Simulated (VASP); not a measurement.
Here is a VASP 6.6.1 calculation.

INCAR

```
  ALGO = Normal
  EDIFF = 1E-7
  ENCUT = 520
  GGA = PE
  ISIF = 2
  ISMEAR = 0
  LASPH = True
  LCHARG = False
  LREAL = False
  LWAVE = False
  NBANDS = 41
  NELM = 60
  PREC = Accurate
  SIGMA = 0.2
```

Contents of KPOINTS:

```
k-points
0
Gamma
  6 6 2
```

The input POSCAR:

```
Sc4BP3
1.0
    3.7035299537      0.0000000000      0.0000000000
    0.0000000000      3.7035299537      0.0000000000
    0.0000000000      0.0000000000     10.4310534760
Sc B P
4 1 3
Direct
    0.0000000000      0.0000000000      0.7566226304
    0.0000000000      0.0000000000      0.2433773696
    0.5000000000      0.5000000000      0.0000000000
    0.5000000000      0.5000000000      0.5000000000
    0.0000000000      0.0000000000      0.0000000000
    0.0000000000      0.0000000000      0.5000000000
    0.5000000000      0.5000000000      0.7524775583
    0.5000000000      0.5000000000      0.2475224417
```

Potentials or basis: VASP PAW PBE potentials, release 64 (Sc_sv, B, P).

Launch:

```console
$ cat potpaw_PBE.64/Sc_sv/POTCAR potpaw_PBE.64/B/POTCAR potpaw_PBE.64/P/POTCAR > POTCAR
$ mpirun -np 1 vasp_std > vasp.out
```

(1) What does it give for the band gap on the k mesh?

(2) Estimate the pressure.

(3) What does it give for the largest force?

Answers

(1) zero (bands 31 and 32 overlap by 0.79 eV).

(2) 0.2 GPa.

(3) 0.053 eV/Å.
